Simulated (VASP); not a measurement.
The system is NbAl2C2.

```xyz
5
Lattice="3.4902 0.0000 0.0000 -1.7451 3.0226 0.0000 0.0000 0.0000 6.8995" Properties=species:S:1:pos:R:3 pbc="T T T"
Al    0.0000    2.0151    0.0000
Al    1.7451    1.0075    0.0000
Nb    0.0000    0.0000    3.4497
C     0.0000    0.0000    6.2229
C     0.0000    0.0000    0.6766
```

The cell was built from a structure type or drawn by symmetry, and may not be a known phase.

* Program: VASP 6.6.1
* Task: relaxation of cell and atoms
* Functional: PBE
* Potentials or basis: VASP PAW PBE potentials, release 64 (Al, Nb_sv, C)
* Cutoff: 600 eV
* k mesh: 6 × 6 × 4
* Occupations: gaussian, width 0.1 eV
* Spin: no spin polarisation

At the start: pressure 30.4 GPa; volume 14.56 Å³/atom.

Question: How do energy, volume and symmetry change on relaxing?

Answer: Over 18 steps the energy falls by 1648.2 meV/atom and the volume is 17.88 Å³/atom (+22.8 %); space group P6/mmm (No. 191, to 0.1 Å) before and after.

Step by step:
| step | energy change (eV) | largest force (eV/Å) | pressure (GPa) | volume (Å³) |
| --- | --- | --- | --- | --- |
| 1 | 0.0000 | 9.6974 | 30.42 | 72.79 |
| 2 | -4.1896 | 0.0339 | -13.68 | 104.48 |
| 3 | -4.3341 | 0.6623 | -9.28 | 92.06 |
| 4 | -4.3404 | 0.8810 | -12.64 | 97.86 |
| 5 | -5.6001 | 10.3514 | 9.82 | 86.12 |
| 6 | -6.6378 | 4.4667 | -4.73 | 90.37 |
| 7 | -8.1434 | 1.0185 | 4.30 | 82.96 |
| 8 | -8.1444 | 0.4218 | 5.05 | 82.66 |
| 9 | -8.1332 | 2.7431 | 0.65 | 87.62 |
| 10 | -8.1861 | 1.0640 | 2.67 | 84.92 |
| 11 | -8.1896 | 1.0641 | -2.69 | 89.95 |
| 12 | -8.2192 | 0.1185 | -0.19 | 87.44 |
| 13 | -8.2368 | 0.2685 | 0.23 | 88.34 |
| 14 | -8.2386 | 0.3439 | 0.45 | 88.74 |
| 15 | -8.2358 | 0.6783 | 0.42 | 89.59 |
| 16 | -8.2406 | 0.0462 | 0.41 | 89.07 |
| 17 | -8.2409 | 0.0126 | -0.21 | 89.56 |
| 18 | -8.2411 | 0.0096 | 0.02 | 89.38 |

Final structure:
```yaml
crystal:
  lattice:
    - [4.37003, 0.00000, 0.00000]
    - [-2.18502, 3.78456, 0.00000]
    - [0.00000, 0.00000, 5.40408]
  atoms:
    - { symbol: Al, position: [0.33333, 0.66667, 0.00000] }
    - { symbol: Al, position: [0.66667, 0.33333, 0.00000] }
    - { symbol: Nb, position: [0.00000, 0.00000, 0.50000] }
    - { symbol: C, position: [0.00000, 0.00000, 0.87388] }
    - { symbol: C, position: [0.00000, 0.00000, 0.12612] }
```

Caveat: the volume moved by over 15 % at a fixed basis, so the end points are rough.
